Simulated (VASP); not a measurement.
Write the native input for VASP 6.6.1 that does the following.

- Task: single point
- Functional: r2SCAN
- Potentials or basis: VASP PAW PBE potentials, release 64 (Cs_sv, Ti_sv)
- Cutoff: 520 eV
- k mesh: 3 × 3 × 4
- Occupations: gaussian, width 0.1 eV
- Spin: no spin polarisation
- Dipole correction: no
- Further INCAR settings: ALGO = Normal; EDIFF = 1e-07; NBANDS = 55

The system is CsTi3.

```
Cs Ti
1.0
     6.38156    0.00000    0.00000
    -3.19078    5.52659    0.00000
     0.00000    0.00000    5.12219
Cs Ti
2 6
Direct
  0.33333 0.66667 0.25000
  0.66667 0.33333 0.75000
  0.83300 0.66600 0.25000
  0.16700 0.83300 0.75000
  0.33400 0.16700 0.25000
  0.16700 0.33400 0.75000
  0.83300 0.16700 0.25000
  0.66600 0.83300 0.75000
```

One way to write it, as run:

POSCAR

```
CsTi3
1.0
    6.3815621598      0.0000000000      0.0000000000
   -3.1907810799      5.5265949462      0.0000000000
    0.0000000000      0.0000000000      5.1221882592
Cs Ti
2 6
Direct
    0.3333333333      0.6666666667      0.2500000000
    0.6666666667      0.3333333333      0.7500000000
    0.8330000000      0.6660000000      0.2500000000
    0.1670000000      0.8330000000      0.7500000000
    0.3340000000      0.1670000000      0.2500000000
    0.1670000000      0.3340000000      0.7500000000
    0.8330000000      0.1670000000      0.2500000000
    0.6660000000      0.8330000000      0.7500000000
```

INCAR.step1

```
SYSTEM = CsTi3
PREC     = Accurate       ! precision mode
ENCUT    = 520            ! plane-wave cutoff, eV
ISMEAR   = 0              ! smearing method
SIGMA    = 0.1            ! smearing width, eV
LREAL    = .FALSE.        ! projectors in reciprocal space
LASPH    = .TRUE.         ! aspherical terms in the spheres
NELM     = 80             ! most SCF steps
NBANDS   = 55             ! bands
GGA      = PE             ! functional
ALGO     = Normal         ! electronic algorithm
EDIFF    = 1E-4           ! SCF threshold, eV
LWAVE    = .TRUE.         ! write WAVECAR
LCHARG   = .FALSE.        ! write CHGCAR
```

INCAR.step2

```
SYSTEM = CsTi3
PREC     = Accurate       ! precision mode
ENCUT    = 520            ! plane-wave cutoff, eV
EDIFF    = 1E-7           ! SCF threshold, eV
ISMEAR   = 0              ! smearing method
SIGMA    = 0.1            ! smearing width, eV
LREAL    = .FALSE.        ! projectors in reciprocal space
LASPH    = .TRUE.         ! aspherical terms in the spheres
NELM     = 80             ! most SCF steps
ALGO     = Normal         ! electronic algorithm
ISIF     = 2              ! what is computed and relaxed
LWAVE    = .FALSE.        ! write WAVECAR
LCHARG   = .FALSE.        ! write CHGCAR
METAGGA  = R2SCAN         ! meta-GGA
LMIXTAU  = .TRUE.       
NBANDS   = 55             ! bands
ISTART   = 1
```

KPOINTS

```
regular mesh
0
G
  3 3 4
  0 0 0
```

Potentials or basis: VASP PAW PBE potentials, release 64 (Cs_sv, Ti_sv).

The run is started by

```bash
$ cat potpaw_PBE.64/Cs_sv/POTCAR potpaw_PBE.64/Ti_sv/POTCAR > POTCAR
$ cp INCAR.step1 INCAR
$ mpirun -np 1 vasp_std > vasp.out
$ cp INCAR.step2 INCAR
$ mpirun -np 1 vasp_std > vasp.out
```

It gave:

- Pressure: -2.3 GPa
- Largest force: 0.994 eV/Å
- Band gap on the k mesh: zero (band 45 reaches 6.79 eV, above the bottom of band 46 at 6.10 eV)

Caveat: the k points lie up to 0.38 Å⁻¹ apart; the PAW data sets were made with another functional, which shifts forces and pressure a little; spin-orbit coupling is left out, which moves the levels of the heavy elements.

Run time: 16 min on 1 thread of Oxide Virtual Turin-like Processor, on a shared host, peak memory 0.32 GiB.
